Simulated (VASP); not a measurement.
A run of VASP 6.6.1 is set up as follows.

INCAR

```
SYSTEM = KF
ALGO = Normal ; EDIFF = 1E-7
ENCUT = 520 ; GGA = PE
ISIF = 2 ; ISMEAR = -1
LASPH = .True. ; LCHARG = .False.
LREAL = .False. ; LWAVE = .False.
NBANDS = 24 ; NELM = 80
PREC = Accurate ; SIGMA = 0.03
```

Contents of KPOINTS:

```
k-points
0
Gamma
  11 11 6
  0 0 0
```

POSCAR

```
KF
1.0
    4.5474626899      0.0000000000      0.0000000000
   -2.2737313450      3.9382182122      0.0000000000
    0.0000000000      0.0000000000      5.3752234355
K F
2 2
Direct
    0.3333333333      0.6666666667     -0.0619980745
    0.6666666667      0.3333333333      0.4380019255
    0.3333333333      0.6666666667      0.4379980745
    0.6666666667      0.3333333333      0.9379980745
```

Potentials or basis: VASP PAW PBE potentials, release 64 (K_sv, F).

Launch:

```bash
$ cat potpaw_PBE.64/K_sv/POTCAR potpaw_PBE.64/F/POTCAR > POTCAR
$ mpirun -np 1 vasp_std > vasp.out
```

**Question.** Estimate the pressure.

**Answer.** 0.0 GPa.

**Question.** Estimate the band gap on the k mesh.

**Answer.** 5.23 eV, direct.

A k mesh can miss the band edges. Expect the measured gap to be larger: semilocal functionals such as PBE lack the derivative discontinuity.
